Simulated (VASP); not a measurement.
# Mo (Im-3m) in VASP: notebook, part 2 of 2

VASP 6.6.1. The steps go on from the part before.

## (3) Single point, LDA

This run uses another cell than the first one, of 13.45 Å³/atom, 1.064 times its volume.

File INCAR:

```
PREC     = Accurate       # precision mode
ENCUT    = 520            # plane-wave cutoff, eV
EDIFF    = 1E-6           # SCF threshold, eV
ISMEAR   = 0              # smearing method
SIGMA    = 0.15           # smearing width, eV
LREAL    = F              # projectors in reciprocal space
LASPH    = T              # aspherical terms in the spheres
NELM     = 80             # most SCF steps
ALGO     = Fast           # electronic algorithm
ISIF     = 2              # what is computed and relaxed
LWAVE    = F              # write WAVECAR
LCHARG   = F              # write CHGCAR
GGA      = CA             # functional
NBANDS   = 13             # bands
```

File KPOINTS:

```
regular mesh
0
Gamma
  22 22 22
```

File POSCAR:

```
Mo
1.0
   -1.4982943576      1.4982943576      1.4982943576
    1.4982943576     -1.4982943576      1.4982943576
    1.4982943576      1.4982943576     -1.4982943576
Mo
1
Direct
    0.0000000000      0.0000000000      0.0000000000
```

Potentials or basis: VASP PAW LDA potentials, release 64 (Mo_sv).

Launch:

```sh
$ cat potpaw_LDA.64/Mo_sv/POTCAR > POTCAR
$ mpirun -np 1 vasp_std > vasp.out
```

OUTCAR:

```text
PREC = Accurate
   ENCUT = 520
   EDIFF = 1E-6
   ISMEAR = 0
   LREAL = F
   LASPH = T
   NELM = 80
   ISIF = 2
   GGA = CA

 ion  position               nearest neighbor table
   1  0.000  0.000  0.000-

  LATTYP: Found a body centered cubic cell.
 ALAT       =     2.9965887152

  Lattice vectors:

 A1 = (  -1.4982943576,   1.4982943576,   1.4982943576)
 A2 = (   1.4982943576,  -1.4982943576,   1.4982943576)
 A3 = (   1.4982943576,   1.4982943576,  -1.4982943576)

Analysis of symmetry for initial positions (statically):
=====================================================================
 Subroutine PRICEL returns:
 Original cell was already a primitive cell.

 Routine SETGRP: Setting up the symmetry group for a
 body centered cubic supercell.

 Subroutine GETGRP returns: Found 48 space group operations
 (whereof 48 operations were pure point group operations)
 out of a pool of 48 trial point group operations.

The static configuration has the point symmetry O_h .

Analysis of symmetry for dynamics (positions and initial velocities):
=====================================================================
 Subroutine PRICEL returns:
 Original cell was already a primitive cell.

 Routine SETGRP: Setting up the symmetry group for a
 body centered cubic supercell.

 Subroutine GETGRP returns: Found 48 space group operations
 (whereof 48 operations were pure point group operations)
 out of a pool of 48 trial point group operations.

The dynamic configuration has the point symmetry O_h .

 Subroutine INISYM returns: Found 48 space group operations
 (whereof 48 operations are pure point group operations),
 and found     1 'primitive' translations

----------------------------------------------------------------------------------------

                                     Primitive cell

  volume of cell :      13.4540

[... 108 lines left out ...]
  Fermi-wavevector in a.u.,A,eV,Ry     =   1.658952  3.134964 37.444869  2.752120
  Thomas-Fermi vector in A             =   2.746444
   LORBIT       =      0    0 simple, 1 ext, 2 COOP (PROOUT), +10 PAW based schemes
   GGA     = CA    functional components
   LHFCALC =     F    Hartree Fock is set to
   AEXX    =    0.0000 exact exchange contribution
   IVDW    =     0    specifies the selected vdW correction
   LEPSILON=     F    determine dielectric tensor
   LRPA    =     F    only Hartree local field effects (RPA)
 non-spin polarized calculation
 RMM-DIIS sequential band-by-band and
 Gauss-broadening in eV      SIGMA  =   0.15
  energy-cutoff  :      520.00
  volume of cell :       13.45
 maximum number of plane-waves:       373
   NGX =  9   NGY =  9   NGZ =  9

 number of electron      14.0000002 magnetization

 Free energy of the ion-electron system (eV)
  ---------------------------------------------------
  ext. energy  EPLUGINS =         0.00000000
  ---------------------------------------------------
  free energy    TOTEN  =       -11.92908907 eV

  energy without entropy =      -11.92368931  energy(sigma->0) =      -11.92638919

 E-fermi :  15.0763     XC(G=0): -14.4592

 val. band max:       15.0686160306   @ k =   0.3636   0.1364   0.0455
 cond. band min:      15.0822060493   @ k =  -0.3182   0.3182   0.2727
 fundamental gap:      0.0135900187
 Fermi energy:        15.0763357498

 k-point     1 :       0.0000    0.0000    0.0000
  band No.  band energies     occupation
      1     -45.9786      2.00000
      2     -18.9654      2.00000
      3     -18.9654      2.00000
      4     -18.9654      2.00000
      5       7.4202      2.00000
      6      13.3505      2.00000
      7      13.3505      2.00000
      8      13.3505      2.00000
      9      16.9527      0.00000
     10      16.9527      0.00000
     11      30.0383      0.00000
     12      30.0383      0.00000
     13      30.0383      0.00000
[... 354 lines left out ...]
  band No.  band energies     occupation
      1     -45.8166      2.00000
      2     -19.7637      2.00000
      3     -19.1730      2.00000
      4     -19.0306      2.00000
      5       9.1359      2.00000
      6      12.5007      2.00000
      7      12.7555      2.00000
      8      15.4544      0.00036
      9      15.9461      0.00000
     10      17.2361      0.00000
     11      31.3556      0.00000
     12      32.5296      0.00000
     13      33.1752      0.00000

 [... further k-points ...]
[... 5 lines left out ...]
  --------------------------------------------------------------------------------------
  -------------------------------------------------------------------------------------
  Total        3.6308267      3.6308267      3.6308267      0.0000000      0.0000000      0.0000000
  in kB      432.3790826    432.3790826    432.3790826      0.0000000      0.0000000      0.0000000
  external PRESSURE =     432.3790826 kB  Pullay stress =       0.0000000 kB

 VOLUME and BASIS-vectors are now :
 -----------------------------------------------------------------------------
  energy-cutoff  :      520.00
  volume of cell :       13.45
      direct lattice vectors                 reciprocal lattice vectors
    -1.498294358  1.498294358  1.498294358     0.000000000  0.333712796  0.333712796
     1.498294358 -1.498294358  1.498294358     0.333712796  0.000000000  0.333712796
     1.498294358  1.498294358 -1.498294358     0.333712796  0.333712796  0.000000000

 POSITION                                       TOTAL-FORCE (eV/Angst)
 -----------------------------------------------------------------------------------
      0.00000      0.00000      0.00000        -0.000000     -0.000000     -0.000000
 -----------------------------------------------------------------------------------
    total drift:                                0.000000     -0.000000      0.000000

  FREE ENERGIE OF THE ION-ELECTRON SYSTEM (eV)
  ---------------------------------------------------
  free  energy   TOTEN  =       -11.9290890674 eV

  energy  without entropy=      -11.9236893107  energy(sigma->0) =      -11.92638919
```

OSZICAR:

```text
N       E                     dE             d eps       ncg     rms          rms(c)
DAV:   1     0.969360827559E+02    0.96936E+02   -0.79184E+03  8581   0.113E+03
DAV:   2    -0.113193341675E+02   -0.10826E+03   -0.10412E+03  9443   0.326E+02
DAV:   3    -0.125291376494E+02   -0.12098E+01   -0.12068E+01  9608   0.356E+01
DAV:   4    -0.125320336876E+02   -0.28960E-02   -0.28960E-02  9538   0.203E+00
DAV:   5    -0.125320516909E+02   -0.18003E-04   -0.18003E-04  9733   0.145E-01    0.220E+01
RMM:   6    -0.120248362022E+02    0.50722E+00   -0.50833E-01  8556   0.705E+00    0.746E+00
RMM:   7    -0.119341556047E+02    0.90681E-01   -0.16161E-01  8805   0.386E+00    0.749E-01
RMM:   8    -0.119290067502E+02    0.51489E-02   -0.88999E-03  9592   0.110E+00    0.788E-02
RMM:   9    -0.119290766234E+02   -0.69873E-04   -0.91902E-04  9660   0.342E-01    0.101E-01
RMM:  10    -0.119290917997E+02   -0.15176E-04   -0.98325E-05  9791   0.115E-01    0.298E-02
RMM:  11    -0.119290887035E+02    0.30963E-05   -0.44754E-05  9708   0.745E-02    0.570E-03
RMM:  12    -0.119290890674E+02   -0.36389E-06   -0.60200E-06  8114   0.291E-02
   1 F= -.11929089E+02 E0= -.11926389E+02  d E =-.539976E-02
```

stdout:

```text
POSCAR found type information on POSCAR Mo
 POSCAR found :  1 types and       1 ions
 scaLAPACK will be used
 LDA part: xc-table for (Slater(with rela. corr.)+CA(PZ))
 , standard interpolation
 POSCAR, INCAR and KPOINTS ok, starting setup
 FFT: planning ... GRIDC
 FFT: planning ... GRID_SOFT
 FFT: planning ... GRID
 WAVECAR not read
 entering main loop
```

Run time: 24 s. Hardware: 1 thread of Intel Xeon 6975P-C (Granite Rapids), shared host; peak memory 0.15 GiB.

What came out:

```
Free energy            : -11.9291 eV
Pressure               : 43.2 GPa
Band gap on the k mesh : zero (band 7 reaches 19.99 eV, above the bottom of band 8 at 13.35 eV)
```

## (4) Single point, LDA

This run uses another cell than the first one, of 14.26 Å³/atom, 1.127 times its volume.

File INCAR:

```
PREC = Accurate
ENCUT = 520
EDIFF = 1E-6
ISMEAR = 0
SIGMA = 0.15
LREAL = F
LASPH = T
NELM = 80
ALGO = Fast
ISIF = 2
LWAVE = F
LCHARG = F
NBANDS = 13
```

File KPOINTS:

```
Automatic mesh
0
Gamma
  22 22 22
```

File POSCAR:

```
Mo
1.0
   -1.5275287259      1.5275287259      1.5275287259
    1.5275287259     -1.5275287259      1.5275287259
    1.5275287259      1.5275287259     -1.5275287259
Mo
1
Direct
    0.0000000000      0.0000000000      0.0000000000
```

Potentials or basis: VASP PAW LDA potentials, release 64 (Mo_sv).

Launch:

```sh
$ cat potpaw_LDA.64/Mo_sv/POTCAR > POTCAR
$ mpirun -np 1 vasp_std > vasp.out
```

OUTCAR:

```text
PREC = Accurate
   ENCUT = 520
   EDIFF = 1E-6
   ISMEAR = 0
   LREAL = F
   LASPH = T
   NELM = 80
   ISIF = 2

 ion  position               nearest neighbor table
   1  0.000  0.000  0.000-

  LATTYP: Found a body centered cubic cell.
 ALAT       =     3.0550574518

  Lattice vectors:

 A1 = (  -1.5275287259,   1.5275287259,   1.5275287259)
 A2 = (   1.5275287259,  -1.5275287259,   1.5275287259)
 A3 = (   1.5275287259,   1.5275287259,  -1.5275287259)

[... 562 lines left out ...]
     13      31.7231      0.00000

 [... further k-points ...]

------------------------ aborting loop because EDIFF is reached ----------------------------------------

  FORCE on cell =-STRESS in cart. coord.  units (eV):
  Direction    XX          YY          ZZ          XY          YZ          ZX
  --------------------------------------------------------------------------------------
  -------------------------------------------------------------------------------------
  Total        1.7145408      1.7145408      1.7145408     -0.0000000     -0.0000000      0.0000000
  in kB      192.6771739    192.6771739    192.6771739     -0.0000000     -0.0000000      0.0000000
  external PRESSURE =     192.6771739 kB  Pullay stress =       0.0000000 kB

 VOLUME and BASIS-vectors are now :
 -----------------------------------------------------------------------------
  energy-cutoff  :      520.00
  volume of cell :       14.26
      direct lattice vectors                 reciprocal lattice vectors
    -1.527528726  1.527528726  1.527528726     0.000000000  0.327326087  0.327326087
     1.527528726 -1.527528726  1.527528726     0.327326087  0.000000000  0.327326087
     1.527528726  1.527528726 -1.527528726     0.327326087  0.327326087  0.000000000

 POSITION                                       TOTAL-FORCE (eV/Angst)
 -----------------------------------------------------------------------------------
      0.00000      0.00000      0.00000        -0.000000     -0.000000      0.000000
 -----------------------------------------------------------------------------------
    total drift:                                0.000000     -0.000000     -0.000000

  FREE ENERGIE OF THE ION-ELECTRON SYSTEM (eV)
  ---------------------------------------------------
  free  energy   TOTEN  =       -12.0834168628 eV

  energy  without entropy=      -12.0770368210  energy(sigma->0) =      -12.08022684
```

stdout:

```text
POSCAR found type information on POSCAR Mo
 POSCAR found :  1 types and       1 ions
 scaLAPACK will be used
 LDA part: xc-table for (Slater(with rela. corr.)+CA(PZ))
 , standard interpolation
 POSCAR, INCAR and KPOINTS ok, starting setup
 FFT: planning ... GRIDC
 FFT: planning ... GRID_SOFT
 FFT: planning ... GRID
 WAVECAR not read
 entering main loop
```

Wall time 24 s (1 thread of Intel Xeon 6975P-C (Granite Rapids), shared host); peak memory 0.16 GiB.

Results:

```
Free energy            : -12.0834 eV
Pressure               : 19.3 GPa
Band gap on the k mesh : zero (band 7 reaches 18.58 eV, above the bottom of band 8 at 12.45 eV)
```

## (5) Single point, LDA

This run uses another cell than the first one, of 15.86 Å³/atom, 1.254 times its volume.

File INCAR:

```
SYSTEM = Mo
PREC = Accurate ; ENCUT = 520
EDIFF = 1E-6 ; ISMEAR = 0
SIGMA = 0.15 ; LREAL = .FALSE.
LASPH = .TRUE. ; NELM = 80
ALGO = Normal ; ISIF = 2
LWAVE = .FALSE. ; LCHARG = .FALSE.
NBANDS = 13
```

File KPOINTS:

```
Automatic mesh
0
G
  22 22 22
  0 0 0
```

File POSCAR:

```
Mo
1.0
   -1.5828573515      1.5828573515      1.5828573515
    1.5828573515     -1.5828573515      1.5828573515
    1.5828573515      1.5828573515     -1.5828573515
Mo
1
Direct
    0.0000000000      0.0000000000      0.0000000000
```

Potentials or basis: VASP PAW LDA potentials, release 64 (Mo_sv).

Launch:

```sh
$ cat potpaw_LDA.64/Mo_sv/POTCAR > POTCAR
$ mpirun -np 1 vasp_std > vasp.out
```

OUTCAR:

```text
SYSTEM = Mo
   PREC = Accurate
   ENCUT = 520
   EDIFF = 1E-6
   ISMEAR = 0
   LREAL = .FALSE.
   LASPH = .TRUE.
   NELM = 80
   ISIF = 2

 ion  position               nearest neighbor table
   1  0.000  0.000  0.000-

  LATTYP: Found a body centered cubic cell.
 ALAT       =     3.1657147030

  Lattice vectors:

 A1 = (  -1.5828573515,   1.5828573515,   1.5828573515)
 A2 = (   1.5828573515,  -1.5828573515,   1.5828573515)
 A3 = (   1.5828573515,   1.5828573515,  -1.5828573515)

Analysis of symmetry for initial positions (statically):
=====================================================================
 Subroutine PRICEL returns:
 Original cell was already a primitive cell.

 Routine SETGRP: Setting up the symmetry group for a
 body centered cubic supercell.

 Subroutine GETGRP returns: Found 48 space group operations
 (whereof 48 operations were pure point group operations)
 out of a pool of 48 trial point group operations.

The static configuration has the point symmetry O_h .

Analysis of symmetry for dynamics (positions and initial velocities):
=====================================================================
 Subroutine PRICEL returns:
[... 159 lines left out ...]
 fundamental gap:      0.0112236484
 Fermi energy:        12.2146539107

 k-point     1 :       0.0000    0.0000    0.0000
  band No.  band energies     occupation
      1     -48.7035      2.00000
      2     -22.1777      2.00000
      3     -22.1777      2.00000
      4     -22.1777      2.00000
      5       5.0484      2.00000
      6      10.8823      2.00000
      7      10.8823      2.00000
      8      10.8823      2.00000
      9      13.8265      0.00000
     10      13.8265      0.00000
     11      27.0336      0.00000
     12      27.0336      0.00000
     13      27.0336      0.00000
[... 354 lines left out ...]
  band No.  band energies     occupation
      1     -48.6176      2.00000
      2     -22.6540      2.00000
      3     -22.3031      2.00000
      4     -22.2153      2.00000
      5       6.5416      2.00000
      6      10.2130      2.00000
      7      10.4085      2.00000
      8      12.5482      0.00167
      9      13.0642      0.00000
     10      14.0362      0.00000
     11      27.9235      0.00000
     12      28.6182      0.00000
     13      29.2505      0.00000

 [... further k-points ...]
[... 5 lines left out ...]
  --------------------------------------------------------------------------------------
  -------------------------------------------------------------------------------------
  Total       -1.2469668     -1.2469668     -1.2469668      0.0000000      0.0000000     -0.0000000
  in kB     -125.9447704   -125.9447704   -125.9447704      0.0000000      0.0000000     -0.0000000
  external PRESSURE =    -125.9447704 kB  Pullay stress =       0.0000000 kB

 VOLUME and BASIS-vectors are now :
 -----------------------------------------------------------------------------
  energy-cutoff  :      520.00
  volume of cell :       15.86
      direct lattice vectors                 reciprocal lattice vectors
    -1.582857351  1.582857351  1.582857351     0.000000000  0.315884435  0.315884435
     1.582857351 -1.582857351  1.582857351     0.315884435  0.000000000  0.315884435
     1.582857351  1.582857351 -1.582857351     0.315884435  0.315884435  0.000000000

 POSITION                                       TOTAL-FORCE (eV/Angst)
 -----------------------------------------------------------------------------------
      0.00000      0.00000      0.00000        -0.000000      0.000000     -0.000000
 -----------------------------------------------------------------------------------
    total drift:                                0.000000     -0.000000      0.000000

  FREE ENERGIE OF THE ION-ELECTRON SYSTEM (eV)
  ---------------------------------------------------
  free  energy   TOTEN  =       -12.1031470510 eV

  energy  without entropy=      -12.0954205923  energy(sigma->0) =      -12.09928382
```

stdout:

```text
POSCAR found type information on POSCAR Mo
 POSCAR found :  1 types and       1 ions
 scaLAPACK will be used
 LDA part: xc-table for (Slater(with rela. corr.)+CA(PZ))
 , standard interpolation
 POSCAR, INCAR and KPOINTS ok, starting setup
 FFT: planning ... GRIDC
 FFT: planning ... GRID_SOFT
 FFT: planning ... GRID
 WAVECAR not read
 entering main loop
```

Run time: 25 s. Hardware: 1 thread of Intel Xeon 6975P-C (Granite Rapids), shared host; peak memory 0.16 GiB.

What came out:

| Item | Value |
| --- | --- |
| Free energy | -12.1031 eV |
| Pressure | -12.6 GPa |
| Band gap on the k mesh | zero (band 7 reaches 16.15 eV, above the bottom of band 8 at 10.88 eV) |

## (6) Single point, LDA

This run uses another cell than the first one, of 16.67 Å³/atom, 1.317 times its volume.

File INCAR:

```
SYSTEM = Mo
PREC = Accurate ; ENCUT = 520
EDIFF = 1E-7 ; ISMEAR = 0
SIGMA = 0.15 ; LREAL = .FALSE.
LASPH = .TRUE. ; NELM = 60
ALGO = Fast ; ISIF = 2
LWAVE = .FALSE. ; LCHARG = .FALSE.
NBANDS = 13
```

File KPOINTS:

```
regular mesh
0
G
  22 22 22
  0 0 0
```

File POSCAR:

```
Mo
1.0
   -1.6091275187      1.6091275187      1.6091275187
    1.6091275187     -1.6091275187      1.6091275187
    1.6091275187      1.6091275187     -1.6091275187
Mo
1
Direct
    0.0000000000      0.0000000000      0.0000000000
```

Potentials or basis: VASP PAW LDA potentials, release 64 (Mo_sv).

Launch:

```sh
$ cat potpaw_LDA.64/Mo_sv/POTCAR > POTCAR
$ mpirun -np 1 vasp_std > vasp.out
```

It took 32 s on 1 thread of Intel Xeon 6975P-C (Granite Rapids), shared host; peak memory 0.17 GiB.

Results (log left out):

```yaml
Free_energy: -12.0132 eV
Pressure: -23.0 GPa
Band_gap_on_the_k_mesh: zero (band 7 reaches 15.11 eV, above the bottom of band 8 at 10.20 eV)
```

Levels at points of the mesh, in eV from the Fermi level:
| k point | band 5 | band 6 | band 7 | band 8 | band 9 | band 10 |
| --- | --- | --- | --- | --- | --- | --- |
| (0.00, 0.00, 0.00) | -6.99 | -1.24 | -1.24 | -1.24 | 1.53 | 1.53 |
| (0.50, 0.00, 0.00) | -4.94 | -3.10 | 1.48 | 1.53 | 2.10 | 4.36 |
| (0.50, 0.50, 0.50) | -4.97 | -4.97 | 3.67 | 3.67 | 3.67 | 8.59 |

## (7) Single point, LDA

This run uses another cell than the first one, of 17.47 Å³/atom, 1.381 times its volume.

File INCAR:

```
SYSTEM = Mo
  ALGO = Normal
  EDIFF = 1E-7
  ENCUT = 520
  ISIF = 2
  ISMEAR = 0
  LASPH = .TRUE.
  LCHARG = .FALSE.
  LREAL = .FALSE.
  LWAVE = .FALSE.
  NBANDS = 13
  NELM = 60
  PREC = Accurate
  SIGMA = 0.15
```

File KPOINTS:

```
k-points
0
G
  22 22 22
  0 0 0
```

File POSCAR:

```
Mo
1.0
   -1.6345980302      1.6345980302      1.6345980302
    1.6345980302     -1.6345980302      1.6345980302
    1.6345980302      1.6345980302     -1.6345980302
Mo
1
Direct
    0.0000000000      0.0000000000      0.0000000000
```

Launch:

```sh
$ cat potpaw_LDA.64/Mo_sv/POTCAR > POTCAR
$ mpirun -np 1 vasp_std > vasp.out
```

Run time: 20 s. Hardware: 1 thread of Intel Xeon 6975P-C (Granite Rapids), shared host; peak memory 0.17 GiB.

The run converged. Its results:

- Free energy: -11.8775 eV
- Pressure: -30.9 GPa
- Band gap on the k mesh: zero (band 7 reaches 14.15 eV, above the bottom of band 8 at 9.56 eV)

Levels at points of the mesh, in eV from the Fermi level:
| k point | band 3 | band 4 | band 5 | band 6 | band 7 | band 8 | band 9 | band 10 | band 11 | band 12 |
| --- | --- | --- | --- | --- | --- | --- | --- | --- | --- | --- |
| (0.00, 0.00, 0.00) | -34.58 | -34.58 | -6.81 | -1.16 | -1.16 | -1.16 | 1.44 | 1.44 | 14.66 | 14.66 |
| (0.50, 0.00, 0.00) | -34.90 | -34.58 | -4.68 | -2.90 | 1.35 | 1.43 | 1.96 | 4.07 | 10.04 | 11.75 |
| (0.50, 0.50, 0.50) | -35.28 | -35.28 | -4.65 | -4.65 | 3.43 | 3.43 | 3.43 | 8.27 | 8.27 | 8.27 |

## (8) The runs side by side

| cell | gap on the mesh (eV) | pressure (GPa) |
| --- | --- | --- |
| a = 2.542 Å, angles 109.5°, 1 atom | none | 75.0 |
| a = 2.595 Å, angles 109.5°, 1 atom | none | 43.2 |
| a = 2.646 Å, angles 109.5°, 1 atom | none | 19.3 |
| a = 2.742 Å, angles 109.5°, 1 atom | none | -12.6 |
| a = 2.787 Å, angles 109.5°, 1 atom | none | -23.0 |
| a = 2.831 Å, angles 109.5°, 1 atom | none | -30.9 |

Alike in all rows: task single point; level LDA; potentials or basis VASP PAW LDA potentials, release 64 (Mo_sv); no spin polarisation; k mesh 22 × 22 × 22; cutoff (eV) 520; smearing gaussian 0.15 eV.

Total energies depend on the potentials used, so only differences within one code and one set of settings carry meaning.
